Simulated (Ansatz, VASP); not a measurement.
Ta in VASP and in Ansatz

The input INCAR:

```
PREC = Accurate
ENCUT = 500
EDIFF = 1E-6
ISMEAR = 0
SIGMA = 0.2
LREAL = False
LASPH = True
NELM = 120
ALGO = Normal
ISIF = 2
LWAVE = False
LCHARG = True
LELF = True
LVHAR = True
NBANDS = 12
GGA_COMPAT = False
```

File KPOINTS:

```
regular mesh
0
Gamma
  20 20 20
```

The input POSCAR:

```
Ta
1.0
   -1.6512800000      1.6512800000      1.6512800000
    1.6512800000     -1.6512800000      1.6512800000
    1.6512800000      1.6512800000     -1.6512800000
Ta
1
Direct
    0.0000000000      0.0000000000      0.0000000000
```

Input for Ansatz:

```yaml
crystal:
  lattice:
    - [-1.65128, 1.65128, 1.65128]
    - [1.65128, -1.65128, 1.65128]
    - [1.65128, 1.65128, -1.65128]
  atoms:
    - { symbol: Ta, position: [0.0, 0.0, 0.0] }
basis:
  ecutwfc: 420
kpoints:
  mp_grid: { grid: [20, 20, 20] }
hamiltonian:
  xc: lda
scf:
  occupations: { method: gaussian, width: 0.2 }
output:
  forces: true
  stress: true
  eigenvalues: true
```

Alike in both runs: task single point; functional LDA; k mesh 20 × 20 × 20; occupations gaussian, width 0.2 eV; no spin polarisation.

```csv
,VASP,Ansatz
version,VASP 6.6.1,Ansatz 0.2.0
potentials or method,"VASP PAW LDA potentials, release 64 (Ta_pv), cutoff 500 eV","scalar-relativistic, plane waves, PAW"
valence electrons in the cell,11,13
```

VASP gave:

* gap on the k mesh at the Fermi level (eV): none
* pressure (GPa): -8.1

Q: What did Ansatz give for the same quantities?

A: gap on the k mesh at the Fermi level (eV): none; pressure (GPa): -8.9.

LDA's correlation is that of Perdew and Zunger in VASP and of Perdew and Wang (1992) in Ansatz. A gap of «none» marks a metal or a gap that the smearing closes. VASP's potentials hold 11 valence electrons a cell and Ansatz's 13, so a difference there can come from the potentials and not from the codes.

Neither program's run includes spin-orbit coupling.
